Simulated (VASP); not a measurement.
# SiNi (P4/mmm) in VASP: further runs, part 2 of 2

VASP 6.6.1. The steps go on from the part before.

### 3 Single point, PBE, collinear spin, ferromagnetic start

This run uses another cell than the first one, of 13.66 Å³/atom.

Contents of INCAR:

```
PREC = Accurate
ENCUT = 520
EDIFF = 1E-7
ISMEAR = 0
SIGMA = 0.1
LREAL = F
LASPH = T
NELM = 150
ALGO = Normal
ISIF = 2
LWAVE = F
LCHARG = F
ISPIN = 2
MAGMOM = 2.5 0
LORBIT = 11
LMAXMIX = 4
GGA = PE
NBANDS = 18
```

Contents of KPOINTS:

```
Automatic mesh
0
Gamma
  16 16 12
```

Contents of POSCAR:

```
SiNi
1.0
    2.8029294456      0.0000000000      0.0000000000
    0.0000000000      2.8029294456      0.0000000000
    0.0000000000      0.0000000000      3.4778641995
Ni Si
1 1
Direct
    0.0000000000      0.0000000000      0.0000000000
    0.5000000000      0.5000000000      0.5000000000
```

Potentials or basis: VASP PAW PBE potentials, release 64 (Ni, Si).

On the command line:

```sh
$ cat potpaw_PBE.64/Ni/POTCAR potpaw_PBE.64/Si/POTCAR > POTCAR
$ mpirun -np 1 vasp_std > vasp.out
```

OUTCAR:

```text
PREC = Accurate
   ENCUT = 520
   EDIFF = 1E-7
   ISMEAR = 0
   LREAL = F
   LASPH = T
   NELM = 150
   ISIF = 2
   ISPIN = 2
   LORBIT = 11
   GGA = PE

 ion  position               nearest neighbor table
   1  0.000  0.000  0.000-   2 2.64   2 2.64   2 2.64   2 2.64   2 2.64   2 2.64   2 2.64   2 2.64

   2  0.500  0.500  0.500-   1 2.64   1 2.64   1 2.64   1 2.64   1 2.64   1 2.64   1 2.64   1 2.64

  LATTYP: Found a simple tetragonal cell.
 ALAT       =     2.8029294456
 C/A-ratio  =     1.2407961980

  Lattice vectors:

 A1 = (   2.8029294456,   0.0000000000,   0.0000000000)
 A2 = (   0.0000000000,   2.8029294456,   0.0000000000)
 A3 = (   0.0000000000,   0.0000000000,   3.4778641995)

Analysis of symmetry for initial positions (statically):
=====================================================================
 Subroutine PRICEL returns:
 Original cell was already a primitive cell.

 Routine SETGRP: Setting up the symmetry group for a
 simple tetragonal supercell.

 Subroutine GETGRP returns: Found 16 space group operations
 (whereof 16 operations were pure point group operations)
 out of a pool of 16 trial point group operations.

The static configuration has the point symmetry D_4h.

Analysis of symmetry for dynamics (positions and initial velocities):
=====================================================================
 Subroutine PRICEL returns:
 Original cell was already a primitive cell.

 Routine SETGRP: Setting up the symmetry group for a
 simple tetragonal supercell.

 Subroutine GETGRP returns: Found 16 space group operations
 (whereof 16 operations were pure point group operations)
 out of a pool of 16 trial point group operations.

The dynamic configuration has the point symmetry D_4h.

Analysis of structural, dynamic, and magnetic symmetry:
=====================================================================
 Subroutine PRICEL returns:
 Original cell was already a primitive cell.

[... 144 lines left out ...]
   NGX = 11   NGY = 11   NGZ = 13

 number of electron      13.9999986 magnetization       0.0000312

 number of electron      13.9999986 magnetization      -0.0000196

 Free energy of the ion-electron system (eV)
  ---------------------------------------------------
  ext. energy  EPLUGINS =         0.00000000
  ---------------------------------------------------
  free energy    TOTEN  =       -11.12148148 eV

  energy without entropy =      -11.11528000  energy(sigma->0) =      -11.11838074

 E-fermi :   9.0402     XC(G=0): -11.7087

 val. band max:        9.0236111821   @ k =   0.3125   0.3125   0.1667
 cond. band min:       9.0445607579   @ k =   0.5000   0.3125   0.5000
 fundamental gap:      0.0209495758
 Fermi energy:         9.0401533962

 spin component 1

 k-point     1 :       0.0000    0.0000    0.0000
  band No.  band energies     occupation
      1      -3.2677      1.00000
      2       5.9181      1.00000
      3       6.2467      1.00000
      4       7.5081      1.00000
      5       7.5081      1.00000
      6       7.9010      1.00000
[... 493 lines left out ...]
     17      29.5892      0.00000
     18      30.3140      0.00000

 [... further k-points ...]

 spin component 2

 k-point     1 :       0.0000    0.0000    0.0000
  band No.  band energies     occupation
      1      -3.2677      1.00000
      2       5.9181      1.00000
      3       6.2466      1.00000
      4       7.5081      1.00000
      5       7.5081      1.00000
      6       7.9010      1.00000
[... 493 lines left out ...]
     17      29.5892      0.00000
     18      30.3139      0.00000

 [... further k-points ...]
[... 5 lines left out ...]
  --------------------------------------------------------------------------------------
  -------------------------------------------------------------------------------------
  Total       -3.4606150     -3.4606150     -3.6381041      0.0000000      0.0000000     -0.0000000
  in kB     -202.9209657   -202.9209657   -213.3284358      0.0000000      0.0000000     -0.0000000
  external PRESSURE =    -206.3901224 kB  Pullay stress =       0.0000000 kB

 VOLUME and BASIS-vectors are now :
 -----------------------------------------------------------------------------
  energy-cutoff  :      520.00
  volume of cell :       27.32
      direct lattice vectors                 reciprocal lattice vectors
     2.802929446  0.000000000  0.000000000     0.356769594  0.000000000  0.000000000
     0.000000000  2.802929446  0.000000000     0.000000000  0.356769594  0.000000000
     0.000000000  0.000000000  3.477864199     0.000000000  0.000000000  0.287532791

 POSITION                                       TOTAL-FORCE (eV/Angst)
 -----------------------------------------------------------------------------------
      0.00000      0.00000      0.00000         0.000000      0.000000      0.000000
      1.40146      1.40146      1.73893         0.000000      0.000000      0.000000
 -----------------------------------------------------------------------------------
    total drift:                                0.000000      0.000000      0.000000

  FREE ENERGIE OF THE ION-ELECTRON SYSTEM (eV)
  ---------------------------------------------------
  free  energy   TOTEN  =       -11.1214814758 eV

  energy  without entropy=      -11.1152800050  energy(sigma->0) =      -11.11838074

 total charge

# of ion       s       p       d       tot
------------------------------------------
    1        0.386   0.393   8.407   9.187
    2        0.762   0.729   0.000   1.490
--------------------------------------------------
tot          1.148   1.122   8.407  10.677

 magnetization (x)

# of ion       s       p       d       tot
------------------------------------------
    1       -0.000  -0.000  -0.000  -0.000
    2       -0.000   0.000   0.000   0.000
--------------------------------------------------
tot         -0.000   0.000  -0.000  -0.000
```

OSZICAR:

```text
N       E                     dE             d eps       ncg     rms          rms(c)
DAV:   1     0.503800360863E+02    0.50380E+02   -0.55470E+03 23258   0.807E+02
DAV:   2    -0.925445762762E+01   -0.59634E+02   -0.52296E+02 24346   0.171E+02
DAV:   3    -0.121312811199E+02   -0.28768E+01   -0.27896E+01 27574   0.389E+01
DAV:   4    -0.121664399941E+02   -0.35159E-01   -0.35108E-01 26394   0.380E+00
DAV:   5    -0.121670737770E+02   -0.63378E-03   -0.63372E-03 27214   0.552E-01    0.145E+01
DAV:   6    -0.176145401928E+02   -0.54475E+01   -0.55589E+01 26160   0.936E+01    0.254E+01
DAV:   7    -0.113487208802E+02    0.62658E+01   -0.14295E+01 26406   0.560E+01    0.537E+00
DAV:   8    -0.111217812919E+02    0.22694E+00   -0.17071E+00 29806   0.140E+01    0.173E+00
DAV:   9    -0.111192175136E+02    0.25638E-02   -0.15239E-01 27416   0.339E+00    0.833E-01
DAV:  10    -0.111215380914E+02   -0.23206E-02   -0.47594E-03 28590   0.731E-01    0.267E-01
DAV:  11    -0.111214573883E+02    0.80703E-04   -0.16361E-03 30276   0.375E-01    0.149E-01
DAV:  12    -0.111214759656E+02   -0.18577E-04   -0.35549E-04 28478   0.200E-01    0.515E-02
DAV:  13    -0.111214826900E+02   -0.67244E-05   -0.19379E-05 30134   0.462E-02    0.233E-02
DAV:  14    -0.111214818884E+02    0.80151E-06   -0.22938E-06 28098   0.178E-02    0.966E-03
DAV:  15    -0.111214816918E+02    0.19663E-06   -0.48471E-07 20216   0.686E-03    0.251E-03
DAV:  16    -0.111214815152E+02    0.17657E-06   -0.14565E-07 13298   0.328E-03    0.618E-04
DAV:  17    -0.111214814758E+02    0.39410E-07   -0.24435E-08 12462   0.107E-03
   1 F= -.11121481E+02 E0= -.11118381E+02  d E =-.620147E-02  mag=    -0.0000
```

Run time: 1.8 min. Hardware: 1 thread of Intel Xeon 6975P-C (Granite Rapids), shared host; peak memory 0.33 GiB.

Results:

```
Free energy                                           : -11.1215 eV
Pressure                                              : -20.6 GPa
Band gap on the k mesh                                : zero (filled and empty bands overlap)
Net moment                                            : 0.00 μB per cell
Valence electrons inside the program's atomic spheres : Ni 9.19; Si 1.49
```

Levels at points of the mesh, in eV from the Fermi level:
Spin up:
```csv
k point,band 5,band 6,band 7,band 8,band 9,band 10
"(0.00, 0.00, 0.00)",-1.53,-1.14,-1.06,3.91,4.59,4.59
"(0.50, 0.00, 0.00)",-1.80,-1.40,-0.45,4.37,5.18,5.39
"(0.50, 0.50, 0.00)",-2.36,-2.36,-0.71,0.18,2.01,4.62
"(0.00, 0.00, 0.50)",-1.87,-1.62,-1.12,6.80,6.80,7.07
"(0.50, 0.00, 0.50)",-1.71,-1.60,-1.39,-0.21,0.84,8.11
"(0.50, 0.50, 0.50)",-1.27,-0.71,1.42,1.42,1.46,1.94
```
Spin down:
| k point | band 4 | band 5 | band 6 | band 7 | band 8 | band 9 | band 10 | band 11 |
| --- | --- | --- | --- | --- | --- | --- | --- | --- |
| (0.00, 0.00, 0.00) | -1.53 | -1.53 | -1.14 | -1.06 | 3.91 | 4.59 | 4.59 | 7.35 |
| (0.50, 0.00, 0.00) | -2.43 | -1.80 | -1.40 | -0.45 | 4.37 | 5.18 | 5.39 | 8.12 |
| (0.50, 0.50, 0.00) | -2.76 | -2.36 | -2.36 | -0.71 | 0.18 | 2.01 | 4.62 | 9.93 |
| (0.00, 0.00, 0.50) | -1.87 | -1.87 | -1.62 | -1.12 | 6.80 | 6.80 | 7.07 | 10.44 |
| (0.50, 0.00, 0.50) | -3.20 | -1.71 | -1.60 | -1.39 | -0.21 | 0.84 | 8.11 | 12.06 |
| (0.50, 0.50, 0.50) | -2.50 | -1.27 | -0.71 | 1.42 | 1.42 | 1.46 | 1.94 | 1.94 |

Caveat: the cell stands under tension.
